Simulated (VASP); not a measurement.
# MgO (Cm) in VASP: notebook, part 2 of 3

VASP 6.6.1. Earlier steps stand in the parts before.

### Step 3. Single point, PBE

Input file INCAR:

```
SYSTEM = MgO
PREC = Accurate ; ENCUT = 520
EDIFF = 1E-6 ; ISMEAR = 0
SIGMA = 0.05 ; LREAL = .FALSE.
LASPH = .TRUE. ; NELM = 60
ALGO = Normal ; ISIF = 2
LWAVE = .FALSE. ; LCHARG = .TRUE.
GGA = PE ; LELF = .TRUE.
LVHAR = .TRUE. ; NBANDS = 11
```

Input file KPOINTS:

```
Automatic mesh
0
G
  12 12 8
  0 0 0
```

Input file POSCAR:

```
MgO
1.0
    2.9377244759      0.0000000000      0.0000000000
   -1.4688622380      2.5441440255      0.0000000000
    0.0000000000      0.0000000000      2.6797873418
Mg O
1 1
Direct
    0.0231321473      0.0115660737      0.0173491105
    0.3333333333      0.6666666667      0.5000000000
```

Potentials or basis: VASP PAW PBE potentials, release 64 (Mg, O).

On the command line:

```sh
$ cat potpaw_PBE.64/Mg/POTCAR potpaw_PBE.64/O/POTCAR > POTCAR
$ mpirun -np 1 vasp_std > vasp.out
```

OUTCAR:

```text
SYSTEM = MgO
   PREC = Accurate
   ENCUT = 520
   EDIFF = 1E-6
   ISMEAR = 0
   LREAL = .FALSE.
   LASPH = .TRUE.
   NELM = 60
   ISIF = 2
   GGA = PE

 ion  position               nearest neighbor table
   1  0.023  0.012  0.017-   2 2.11   2 2.11   2 2.17   2 2.17   2 2.18   2 2.24
   2  0.333  0.667  0.500-   1 2.11   1 2.11   1 2.17   1 2.17   1 2.18   1 2.24

  LATTYP: Found a hexagonal cell.
 ALAT       =     2.9377244759
 C/A-ratio  =     0.9121983235

  Lattice vectors:

 A1 = (   2.9377244759,   0.0000000000,   0.0000000000)
 A2 = (  -1.4688622380,   2.5441440255,   0.0000000000)
 A3 = (   0.0000000000,   0.0000000000,   2.6797873418)

Analysis of symmetry for initial positions (statically):
=====================================================================
 Subroutine PRICEL returns:
 Original cell was already a primitive cell.

 Routine SETGRP: Setting up the symmetry group for a
 hexagonal supercell.

 Subroutine GETGRP returns: Found  2 space group operations
 (whereof  2 operations were pure point group operations)
 out of a pool of 24 trial point group operations.

The static configuration has the point symmetry C_1h.

Analysis of symmetry for dynamics (positions and initial velocities):
[... 166 lines left out ...]

 k-point     1 :       0.0000    0.0000    0.0000
  band No.  band energies     occupation
      1     -14.1321      2.00000
      2       2.6614      2.00000
      3       2.7360      2.00000
      4       2.8973      2.00000
      5       6.2995      0.00000
      6      15.1867      0.00000
      7      18.7854      0.00000
      8      18.9670      0.00000
      9      22.9875      0.00000
     10      24.3230      0.00000
     11      25.5891      0.00000
[... 309 lines left out ...]
 k-point    24 :      -0.4167    0.3333    0.0000
  band No.  band energies     occupation
      1     -13.2464      2.00000
      2      -1.0574      2.00000
      3       1.8526      2.00000
      4       3.2022      2.00000
      5       9.8679      0.00000
      6      13.7324      0.00000
      7      16.8125      0.00000
      8      20.7270      0.00000
      9      22.5584      0.00000
     10      24.8548      0.00000
     11      27.3087      0.00000

 [... further k-points ...]
[... 5 lines left out ...]
  --------------------------------------------------------------------------------------
  -------------------------------------------------------------------------------------
  Total       -0.0285329     -0.0317456     -0.0286575      0.0027822      0.0278725      0.0482765
  in kB       -2.2824645     -2.5394563     -2.2924289      0.2225614      2.2296293      3.8618297
  external PRESSURE =      -2.3714499 kB  Pullay stress =       0.0000000 kB

 VOLUME and BASIS-vectors are now :
 -----------------------------------------------------------------------------
  energy-cutoff  :      520.00
  volume of cell :       20.03
      direct lattice vectors                 reciprocal lattice vectors
     2.937724476  0.000000000  0.000000000     0.340399519  0.196529754  0.000000000
    -1.468862238  2.544144026  0.000000000     0.000000000  0.393059508  0.000000000
     0.000000000  0.000000000  2.679787342     0.000000000  0.000000000  0.373163939

 POSITION                                       TOTAL-FORCE (eV/Angst)
 -----------------------------------------------------------------------------------
      0.05097      0.02943      0.04649        -0.159858     -0.092294     -0.168623
     -0.00000      1.69610      1.33989         0.159858      0.092294      0.168623
 -----------------------------------------------------------------------------------
    total drift:                                0.000140      0.000081      0.000208

  FREE ENERGIE OF THE ION-ELECTRON SYSTEM (eV)
  ---------------------------------------------------
  free  energy   TOTEN  =       -11.2209478390 eV

  energy  without entropy=      -11.2209478390  energy(sigma->0) =      -11.22094784
```

OSZICAR:

```text
N       E                     dE             d eps       ncg     rms          rms(c)
DAV:   1     0.142117135595E+02    0.14212E+02   -0.45264E+03  8080   0.639E+02
DAV:   2    -0.123748209487E+02   -0.26587E+02   -0.25898E+02  8136   0.134E+02
DAV:   3    -0.129823975012E+02   -0.60758E+00   -0.60720E+00  8380   0.178E+01
DAV:   4    -0.129839790017E+02   -0.15815E-02   -0.15815E-02  7698   0.104E+00
DAV:   5    -0.129839846955E+02   -0.56939E-05   -0.56939E-05  8349   0.607E-02    0.739E+00
DAV:   6    -0.112719624152E+02    0.17120E+01   -0.99186E+00  7121   0.168E+01    0.241E+00
DAV:   7    -0.112387401911E+02    0.33222E-01   -0.77908E-02  7775   0.238E+00    0.139E+00
DAV:   8    -0.112213581851E+02    0.17382E-01   -0.37829E-02  7292   0.208E+00    0.267E-01
DAV:   9    -0.112210458056E+02    0.31238E-03   -0.30359E-04  8378   0.129E-01    0.193E-01
DAV:  10    -0.112209488715E+02    0.96934E-04   -0.71958E-04  7327   0.209E-01    0.140E-02
DAV:  11    -0.112209473173E+02    0.15543E-05   -0.12450E-05  8087   0.260E-02    0.731E-03
DAV:  12    -0.112209478390E+02   -0.52176E-06   -0.20252E-06  7453   0.109E-02
   1 F= -.11220948E+02 E0= -.11220948E+02  d E =-.809231E-19
```

stdout:

```text
POSCAR found type information on POSCAR MgO
 POSCAR found :  2 types and       2 ions
 scaLAPACK will be used
 LDA part: xc-table for (Slater+PW92), standard interpolation
 POSCAR, INCAR and KPOINTS ok, starting setup
 FFT: planning ... GRIDC
 FFT: planning ... GRID_SOFT
 FFT: planning ... GRID
 WAVECAR not read
 entering main loop
```

It took 17 s on 1 thread of Intel Xeon 6975P-C (Granite Rapids), shared host; peak memory 0.19 GiB.

What came out:

| Quantity | Value |
| --- | --- |
| Free energy | -11.2209 eV |
| Pressure | -0.2 GPa |
| Largest force | 0.250 eV/Å |
| Band gap on the k mesh | 3.00 eV, indirect (least direct gap 3.40 eV) |

Forces in eV/Å, atoms in the order of the input:
```
Mg  -0.160 -0.092 -0.169
O    0.160  0.092  0.169
```

Levels at points of the mesh, in eV from the valence-band top:
| k point | band 1 | band 2 | band 3 | band 4 | band 5 | band 6 | band 7 | band 8 | band 9 |
| --- | --- | --- | --- | --- | --- | --- | --- | --- | --- |
| (0.00, 0.00, 0.00) | -17.43 | -0.64 | -0.57 | -0.40 | 3.00 | 11.89 | 15.48 | 15.67 | 19.69 |
| (0.50, 0.00, 0.00) | -16.41 | -4.85 | -1.35 | -0.03 | 6.72 | 10.52 | 12.95 | 17.79 | 18.79 |
| (0.00, 0.50, 0.00) | -16.40 | -4.89 | -1.30 | -0.06 | 6.54 | 10.50 | 13.18 | 17.81 | 18.95 |
| (0.00, 0.00, 0.50) | -16.36 | -5.34 | -0.17 | -0.03 | 8.28 | 9.00 | 17.53 | 17.62 | 18.35 |
| (0.50, 0.00, 0.50) | -15.64 | -3.70 | -3.30 | -0.88 | 5.69 | 11.37 | 14.28 | 14.83 | 15.21 |
| (0.00, 0.50, 0.50) | -15.65 | -3.71 | -3.37 | -0.79 | 5.89 | 11.44 | 13.72 | 14.90 | 15.29 |

Caveat: the cell differs from its parent crystal (all Mg atoms moved -0.075 Å, as atom 1 towards its neighbour atom 2 (O) at 2.161 Å). A k mesh can miss the band edges.

### Step 4. Single point, PBE

Input file INCAR:

```
SYSTEM = MgO
PREC = Accurate ; ENCUT = 520
EDIFF = 1E-6 ; ISMEAR = 0
SIGMA = 0.05 ; LREAL = .False.
LASPH = .True. ; NELM = 100
ALGO = Normal ; ISIF = 2
LWAVE = .False. ; LCHARG = .False.
GGA = PE ; NBANDS = 11
```

Input file KPOINTS:

```
regular mesh
0
Gamma
  12 12 8
  0 0 0
```

POSCAR: that of step 3 with these lines changed.

```diff
@@ -8,3 +8,3 @@
 Direct
-    0.0231321473      0.0115660737      0.0173491105
+   -0.0154214316     -0.0077107158     -0.0115660737
     0.3333333333      0.6666666667      0.5000000000
```

On the command line:

```sh
$ cat potpaw_PBE.64/Mg/POTCAR potpaw_PBE.64/O/POTCAR > POTCAR
$ mpirun -np 1 vasp_std > vasp.out
```

Run time: 17 s. Hardware: 1 thread of Intel Xeon 6975P-C (Granite Rapids), shared host; peak memory 0.19 GiB.

The run converged. Its results:

* Free energy: -11.2259 eV
* Pressure: -0.5 GPa
* Largest force: 0.184 eV/Å
* Band gap on the k mesh: 3.00 eV, indirect (least direct gap 3.40 eV)

Forces on the atoms (eV/Å):
```
Mg   0.127  0.073  0.111
O   -0.127 -0.073 -0.111
```

Stress tensor (GPa, compression positive):
```
-0.40  0.05  0.20
 0.05 -0.46  0.12
 0.20  0.12 -0.49
```

Levels at points of the mesh, in eV from the valence-band top:
```
           k point  band 1  band 2  band 3  band 4  band 5  band 6  band 7  band 8  band 9
(0.00, 0.00, 0.00)  -17.43   -0.63   -0.58   -0.40    3.00   11.88   15.52   15.63   19.76
(0.50, 0.00, 0.00)  -16.40   -4.89   -1.29   -0.06    6.52   10.51   13.20   17.81   18.95
(0.00, 0.50, 0.00)  -16.40   -4.87   -1.33   -0.04    6.64   10.53   13.04   17.80   18.84
(0.00, 0.00, 0.50)  -16.36   -5.34   -0.14   -0.05    8.28    9.00   17.52   17.61   18.39
(0.50, 0.00, 0.50)  -15.65   -3.71   -3.38   -0.79    5.91   11.45   13.73   14.90   15.20
(0.00, 0.50, 0.50)  -15.64   -3.71   -3.33   -0.84    5.78   11.40   14.03   14.85   15.25
```

Caveat: the cell differs from its parent crystal (all Mg atoms moved +0.050 Å, as atom 1 towards its neighbour atom 2 (O) at 2.161 Å). A k mesh can miss the band edges.

### Step 5. Single point, PBE

Input file INCAR:

```
PREC = Accurate
ENCUT = 520
EDIFF = 1E-6
ISMEAR = 0
SIGMA = 0.05
LREAL = False
LASPH = True
NELM = 100
ALGO = Normal
ISIF = 2
LWAVE = False
LCHARG = False
GGA = PE
NBANDS = 11
```

Input file KPOINTS:

```
regular mesh
0
Gamma
  12 12 8
```

POSCAR: that of step 4 with these lines changed.

```diff
@@ -8,3 +8,3 @@
 Direct
-   -0.0154214316     -0.0077107158     -0.0115660737
+    0.0077107158      0.0038553579      0.0057830368
     0.3333333333      0.6666666667      0.5000000000
```

On the command line:

```sh
$ cat potpaw_PBE.64/Mg/POTCAR potpaw_PBE.64/O/POTCAR > POTCAR
$ mpirun -np 1 vasp_std > vasp.out
```

It took 17 s on 1 thread of Intel Xeon 6975P-C (Granite Rapids), shared host; peak memory 0.2 GiB.

The run converged. Its results:

```
Free energy            : -11.2293 eV
Pressure               : -0.6 GPa
Largest force          : 0.085 eV/Å
Band gap on the k mesh : 3.00 eV, indirect (least direct gap 3.40 eV)
```

Forces in eV/Å, atoms in the order of the input:
```
Mg  -0.056 -0.033 -0.055
O    0.056  0.033  0.055
```

Stress tensor (GPa, compression positive):
```
-0.55  0.00  0.05
 0.00 -0.56  0.03
 0.05  0.03 -0.67
```

Levels at points of the mesh, in eV from the valence-band top:
```
           k point  band 1  band 2  band 3  band 4  band 5  band 6  band 7  band 8
(0.00, 0.00, 0.00)  -17.43   -0.61   -0.59   -0.40    3.00   11.87   15.54   15.60
(0.50, 0.00, 0.00)  -16.40   -4.87   -1.33   -0.04    6.64   10.53   13.04   17.79
(0.00, 0.50, 0.00)  -16.40   -4.88   -1.31   -0.05    6.58   10.53   13.12   17.80
(0.00, 0.00, 0.50)  -16.36   -5.35   -0.12   -0.07    8.28    9.00   17.54   17.57
(0.50, 0.00, 0.50)  -15.64   -3.71   -3.33   -0.84    5.78   11.40   14.08   14.84
(0.00, 0.50, 0.50)  -15.64   -3.71   -3.36   -0.81    5.84   11.42   13.90   14.87
```

Caveat: the cell differs from its parent crystal (all Mg atoms moved -0.025 Å, as atom 1 towards its neighbour atom 2 (O) at 2.161 Å). A k mesh can miss the band edges.

[end of part 2 of 3]
